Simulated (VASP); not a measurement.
Runs of VASP 6.6.1 on SnO. The structure is that of space group F-43m (No. 216), or close to it. The cells are those of the table. 

```tsv
level	cell	k mesh	gap on the mesh (eV)	pressure (GPa)
PBE	a = 3.834 Å, angles 60.0°, 2 atoms	6 × 6 × 6	none	(b)
r2SCAN	a = 3.830 Å, angles 60.0°, 2 atoms	6 × 6 × 6	none	0.2
r2SCAN	a = 3.830 Å, angles 60.0°, 2 atoms	8 × 8 × 8	none	0.3
r2SCAN	a = 3.905 Å, angles 60.0°, 2 atoms	6 × 6 × 6	none	-3.5
r2SCAN	a = 3.752 Å, angles 60.0°, 2 atoms	6 × 6 × 6	none	(a)
PBE	a = 3.873 Å, angles 60.0°, 2 atoms	6 × 6 × 6	none	0.2
r2SCAN	a = 3.791 Å, angles 60.0°, 2 atoms	6 × 6 × 6	none	2.5
PBE	a = 3.949 Å, angles 60.0°, 2 atoms	6 × 6 × 6	none	-3.2
```

Alike in all rows: task single point; potentials or basis VASP PAW PBE potentials, release 64 (Sn_d, O); no spin polarisation; cutoff (eV) 520; smearing fermi-dirac 0.02 eV.

Estimate the missing entries.

(a) 5.2; (b) 2.2.

Caveats: spin-orbit coupling is left out, which moves the levels of the heavy elements; the PAW data sets were made with another functional, which shifts forces and pressure a little (some runs).

A k mesh can miss the band edges, and the runs leave out spin-orbit coupling on Sn.

A gap of «none» marks levels without a gap at the run's occupations.
